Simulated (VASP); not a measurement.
# CdTe (P6_3/mmc) in VASP: relaxation of cell and atoms with PBE

Aim: the relaxation of cell and atoms of CdTe with PBE.

Program: VASP 6.6.1. These are calculated values, not measurements. Logs are shortened: lines on timing, memory, paths and dates and some standing lists are left out, and cuts for length are marked.

## Step 1: The cell of the first run

Symmetry: P6_3/mmc, No. 194, hexagonal system. Conventional cell: a = 4.329 Å, b = 4.329 Å, c = 7.077 Å, α = 90.00°, β = 90.00°, γ = 120.00°. Within 4.0 Å of Cd (site symmetry -3m) lie 6 Te at 3.06 Å and 2 Cd at 3.54 Å. Te (site symmetry -6m2) has 6 Cd at 3.06 Å within 4.0 Å.

## Step 2: Relaxation of cell and atoms, PBE

The input, INCAR:

```
SYSTEM = CdTe
PREC = Accurate
ENCUT = 500
EDIFF = 1E-7
ISMEAR = 0
SIGMA = 0.1
LREAL = .FALSE.
LASPH = .TRUE.
NELM = 120
ALGO = Normal
ISIF = 3
LWAVE = .FALSE.
LCHARG = .FALSE.
GGA = PE
IBRION = 2
NSW = 65
EDIFFG = -0.01
GGA_COMPAT = .FALSE.
NELMIN = 4
```

The input, KPOINTS:

```
Automatic mesh
0
G
  12 12 6
  0 0 0
```

The input, POSCAR:

```
CdTe
1.0
    4.3293935171      0.0000000000      0.0000000000
   -2.1646967586      3.7493647688      0.0000000000
    0.0000000000      0.0000000000      7.0772693077
Cd Te
2 2
Direct
    0.0000000000      0.0000000000      0.0000000000
    0.0000000000      0.0000000000      0.5000000000
    0.3333333333      0.6666666667      0.2500000000
    0.6666666667      0.3333333333      0.7500000000
```

Potentials or basis: VASP PAW PBE potentials, release 64 (Cd, Te).

Launch:

```console
$ cat potpaw_PBE.64/Cd/POTCAR potpaw_PBE.64/Te/POTCAR > POTCAR
$ mpirun -np 1 vasp_std > vasp.out
```

OUTCAR:

```text
SYSTEM = CdTe
   PREC = Accurate
   ENCUT = 500
   EDIFF = 1E-7
   ISMEAR = 0
   LREAL = .FALSE.
   LASPH = .TRUE.
   NELM = 120
   ISIF = 3
   GGA = PE
   IBRION = 2
   NSW = 65
   EDIFFG = -0.01
   NELMIN = 4

 ion  position               nearest neighbor table
   1  0.000  0.000  0.000-   3 3.06   4 3.06   4 3.06   3 3.06   4 3.06   3 3.06   2 3.54   2 3.54

   2  0.000  0.000  0.500-   3 3.06   4 3.06   4 3.06   3 3.06   4 3.06   3 3.06   1 3.54   1 3.54

   3  0.333  0.667  0.250-   1 3.06   2 3.06   1 3.06   2 3.06   1 3.06   2 3.06
   4  0.667  0.333  0.750-   1 3.06   2 3.06   1 3.06   2 3.06   1 3.06   2 3.06

  LATTYP: Found a hexagonal cell.
 ALAT       =     4.3293935171
 C/A-ratio  =     1.6347022463

  Lattice vectors:

 A1 = (   4.3293935171,   0.0000000000,   0.0000000000)
 A2 = (  -2.1646967586,   3.7493647688,   0.0000000000)
 A3 = (   0.0000000000,   0.0000000000,   7.0772693077)

Analysis of symmetry for initial positions (statically):
=====================================================================
 Subroutine PRICEL returns:
 Original cell was already a primitive cell.

 Routine SETGRP: Setting up the symmetry group for a
 hexagonal supercell.

 Subroutine GETGRP returns: Found 24 space group operations
 (whereof 12 operations were pure point group operations)
 out of a pool of 24 trial point group operations.

The static configuration has the point symmetry D_3d.
 The point group associated with its full space group is D_6h.

Analysis of symmetry for dynamics (positions and initial velocities):
=====================================================================
 Subroutine PRICEL returns:
 Original cell was already a primitive cell.

 Routine SETGRP: Setting up the symmetry group for a
 hexagonal supercell.

 Subroutine GETGRP returns: Found 24 space group operations
 (whereof 12 operations were pure point group operations)
 out of a pool of 24 trial point group operations.

The dynamic configuration has the point symmetry D_3d.
 The point group associated with its full space group is D_6h.

 Subroutine INISYM returns: Found 24 space group operations
 (whereof 12 operations are pure point group operations),
 and found     1 'primitive' translations

----------------------------------------------------------------------------------------

                                     Primitive cell

  volume of cell :     114.8816

  direct lattice vectors                    reciprocal lattice vectors
     4.329393517  0.000000000  0.000000000     0.230979234  0.133355923  0.000000000
    -2.164696759  3.749364769  0.000000000     0.000000000  0.266711846  0.000000000
     0.000000000  0.000000000  7.077269308     0.000000000  0.000000000  0.141297435

  length of vectors
     4.329393517  4.329393517  7.077269308     0.266711846  0.266711846  0.141297435

  position of ions in fractional coordinates (direct lattice)
     0.000000000  0.000000000  0.000000000
     0.000000000  0.000000000  0.500000000
     0.333333333  0.666666667  0.250000000
     0.666666667  0.333333333  0.750000000

  ion indices of the primitive-cell ions
   primitive index   ion index
                 1           1
                 2           2
                 3           3
                 4           4

----------------------------------------------------------------------------------------

 KPOINTS: Automatic mesh

Automatic generation of k-mesh.
 Grid dimensions read from file:
 generate k-points for:   12   12    6

 Generating k-lattice:

  Cartesian coordinates                     Fractional coordinates (reciprocal lattice)
     0.019248270  0.011112994  0.000000000     0.083333333  0.000000000  0.000000000
     0.000000000  0.022225987  0.000000000     0.000000000  0.083333333  0.000000000
     0.000000000  0.000000000  0.023549573     0.000000000  0.000000000  0.166666667

  Length of vectors
     0.022225987  0.022225987  0.023549573

  Shift w.r.t. Gamma in fractional coordinates (k-lattice)
     0.000000000  0.000000000  0.000000000

 Subroutine IBZKPT returns following result:
 ===========================================

 Found     76 irreducible k-points:

 Following reciprocal coordinates:
            Coordinates               Weight
  0.000000  0.000000  0.000000      1.000000
  0.083333 -0.000000  0.000000      6.000000
  0.166667  0.000000  0.000000      6.000000
  0.250000  0.000000  0.000000      6.000000
  0.333333  0.000000  0.000000      6.000000
  0.416667 -0.000000  0.000000      6.000000
[... 16 lines left out ...]
  0.250000  0.000000  0.166667     12.000000
  0.333333  0.000000  0.166667     12.000000
 [... further k-points ...]
   k-points           NKPTS =     76   k-points in BZ     NKDIM =     76   number of bands    NBANDS=     22
   number of dos      NEDOS =    301   number of ions     NIONS =      4
   total plane-waves  NPLWV =  55296
   dimension x,y,z NGX =    32 NGY =   32 NGZ =   54
   dimension x,y,z NGXF=    64 NGYF=   64 NGZF=  108
   ions per type =               2   2
   NGX,Y,Z   is equivalent  to a cutoff of  12.29, 12.29, 12.68 a.u.
   NGXF,Y,Z  is equivalent  to a cutoff of  24.58, 24.58, 25.37 a.u.
 SYSTEM =  CdTe
   PREC   = accura    normal or accurate (medium, high low for compatibility)
   ISTART =      0    job   : 0-new  1-cont  2-samecut
   ICHARG =      2    charge: 1-file 2-atom 10-const
   ISPIN  =      1    spin polarized calculation?
   LNONCOLLINEAR =      F non collinear calculations
   LSORBIT =      F    spin-orbit coupling
   LASPH  =      T    aspherical Exc in radial PAW
   ENCUT  =  500.0 eV  36.75 Ry    6.06 a.u.   7.89  7.89 12.90*2*pi/ulx,y,z
   NELM   =    120;   NELMIN=  4; NELMDL= -5     # of ELM steps
   EDIFF  = 0.1E-06   stopping-criterion for ELM
   LREAL  =      F    real-space projection
   EDIFFG = -.1E-01   stopping-criterion for IOM
   NSW    =     65    number of steps for IOM
   IBRION =      2    ionic relax: 0-MD 1-quasi-New 2-CG
   NFREE  =      1    steps in history (QN), initial steepest desc. (CG)
   ISIF   =      3    stress and relaxation
   ISYM   =      2    0-nonsym 1-usesym 2-fastsym
   POTIM  = 0.5000    time-step for ionic-motion
   TEBEG  =    0.0;   TEEND  =   0.0 temperature during run
   PSTRESS=    0.0 pullay stress
   NELECT =      36.0000    total number of electrons
   NUPDOWN=      -1.0000    fix difference up-down
   EMIN   =  10.00;   EMAX   =-10.00  energy-range for DOS
   EFERMI =   0.00;   METHOD = LEGACY
   ISMEAR =     0;   SIGMA  =   0.10  broadening in eV -4-tet -1-fermi 0-gaus
   EFERMI_NEDOS =   21; number of points for ismear=-14 and -15
   IALGO  =     38    algorithm
   IMIX   =      4    mixing-type and parameters
     AMIX     =   0.40;   BMIX     =  1.00
     AMIX_MAG =   1.60;   BMIX_MAG =  1.00
  volume/ion in A,a.u.               =      28.72       193.81
  Fermi-wavevector in a.u.,A,eV,Ry     =   1.111968  2.101314 16.823225  1.236472
  Thomas-Fermi vector in A             =   2.248537
   LORBIT       =      0    0 simple, 1 ext, 2 COOP (PROOUT), +10 PAW based schemes
   GGA     = PE    functional components
   LHFCALC =     F    Hartree Fock is set to
   AEXX    =    0.0000 exact exchange contribution
   IVDW    =     0    specifies the selected vdW correction
   LEPSILON=     F    determine dielectric tensor
   LRPA    =     F    only Hartree local field effects (RPA)
 conjugate gradient relaxation of ions
 non-spin polarized calculation
 Gauss-broadening in eV      SIGMA  =   0.10
  energy-cutoff  :      500.00
  volume of cell :      114.88
 maximum number of plane-waves:      2952
 NGX is ok and might be reduce to    32
   NGX = 15   NGY = 15   NGZ = 25

--------------------------------------- Ionic step        1  -------------------------------------------

 number of electron      36.0000021 magnetization

 Free energy of the ion-electron system (eV)
  ---------------------------------------------------
  ext. energy  EPLUGINS =         0.00000000
  ---------------------------------------------------
  free energy    TOTEN  =        -8.81058042 eV

  energy without entropy =       -8.80493034  energy(sigma->0) =       -8.80775538

------------------------ aborting loop because EDIFF is reached ----------------------------------------

  FORCE on cell =-STRESS in cart. coord.  units (eV):
  Direction    XX          YY          ZZ          XY          YZ          ZX
  --------------------------------------------------------------------------------------
  -------------------------------------------------------------------------------------
  Total        0.4696942      0.4696942      0.6954941     -0.0000000      0.0000000      0.0000000
  in kB        6.5505122      6.5505122      9.6995939     -0.0000000      0.0000000      0.0000000
  external PRESSURE =       7.6002061 kB  Pullay stress =       0.0000000 kB
[... 137 lines left out ...]
  energy  without entropy=       -8.8093265645  energy(sigma->0) =       -8.81222904

--------------------------------------- Ionic step        5  -------------------------------------------

 number of electron      36.0000028 magnetization

 Free energy of the ion-electron system (eV)
  ---------------------------------------------------
  ext. energy  EPLUGINS =         0.00000000
  ---------------------------------------------------
  free energy    TOTEN  =        -8.81521571 eV

  energy without entropy =       -8.80930061  energy(sigma->0) =       -8.81225816

 E-fermi :   3.7213     XC(G=0):  -9.5804

 val. band max:        3.6984256758   @ k =   0.1667   0.0000   0.1667
 cond. band min:       3.7226543234   @ k =   0.3333   0.0000   0.0000
 fundamental gap:      0.0242286477
 Fermi energy:         3.7213422590

 k-point     1 :       0.0000    0.0000    0.0000
  band No.  band energies     occupation
      1      -7.7520      2.00000
      2      -6.7415      2.00000
      3      -4.7466      2.00000
      4      -4.7466      2.00000
      5      -4.7398      2.00000
      6      -4.5632      2.00000
[... 574 lines left out ...]
      6      -4.5903      2.00000
[... 14 lines left out ...]
     21       7.2841      0.00000
     22       8.3188      0.00000

 [... further k-points ...]

------------------------ aborting loop because EDIFF is reached ----------------------------------------

  FORCE on cell =-STRESS in cart. coord.  units (eV):
  Direction    XX          YY          ZZ          XY          YZ          ZX
  --------------------------------------------------------------------------------------
  -------------------------------------------------------------------------------------
  Total       -0.0114373     -0.0114373      0.0179756      0.0000000      0.0000000      0.0000000
  in kB       -0.1570698     -0.1570698      0.2468620      0.0000000      0.0000000      0.0000000
  external PRESSURE =      -0.0224259 kB  Pullay stress =       0.0000000 kB
[... 19 lines left out ...]
  FREE ENERGIE OF THE ION-ELECTRON SYSTEM (eV)
  ---------------------------------------------------
  free  energy   TOTEN  =        -8.8152157131 eV

  energy  without entropy=       -8.8093006144  energy(sigma->0) =       -8.81225816

 reached required accuracy - stopping structural energy minimisation
```

It took 11 min on 1 thread of Oxide Virtual Turin-like, shared host; peak memory 0.31 GiB.

What came out:

```
Free energy                           : -8.8152 eV
Relaxed volume                        : 29.17 Å³/atom
Relaxed cell                          : a = 4.343 Å, b = 4.343 Å, c = 7.141 Å, α = 90.00°, β = 90.00°, γ = 120.00°
Space group after relaxing (to 0.1 Å) : P6_3/mmc (No. 194)
Energy gained by relaxing             : 1.2 meV/atom
Ionic steps                           : 5
Pressure after relaxing               : 0.0 GPa
Band gap on the k mesh                : zero (bands 18 and 19 overlap by 0.93 eV)
```

Step by step:
```
step  energy change (eV)  largest force (eV/Å)  pressure (GPa)  volume (Å³)
   1              0.0000                0.0000            0.76       114.88
   2             -0.0042                0.0000           -0.19       117.16
   3             -0.0045                0.0000           -0.01       116.72
   4             -0.0046                0.0000            0.00       116.70
   5             -0.0046                0.0000            0.00       116.67
```

Final structure:
```
Cd Te
1.0
     4.34333    0.00000    0.00000
    -2.17166    3.76143    0.00000
     0.00000    0.00000    7.14110
Cd Te
2 2
Direct
  0.00000 0.00000 0.00000
  0.00000 0.00000 0.50000
  0.33333 0.66667 0.25000
  0.66667 0.33333 0.75000
```

Levels at points of the mesh, in eV from the Fermi level:
```csv
k point,band 16,band 17,band 18,band 19,band 20,band 21
"(0.00, 0.00, 0.00)",-0.45,-0.08,-0.04,-0.04,2.53,4.90
"(0.50, 0.00, 0.00)",-2.16,-1.98,-0.05,1.38,2.26,2.83
"(0.00, 0.00, 0.50)",-0.25,-0.25,-0.25,2.19,2.19,4.98
"(0.50, 0.00, 0.50)",-1.33,-1.21,-1.21,0.88,0.88,4.20
```

Caveat: spin-orbit coupling is left out, which moves the levels of the heavy elements.

The gap in the log of VASP goes by the Fermi energy; the results here count the filled bands.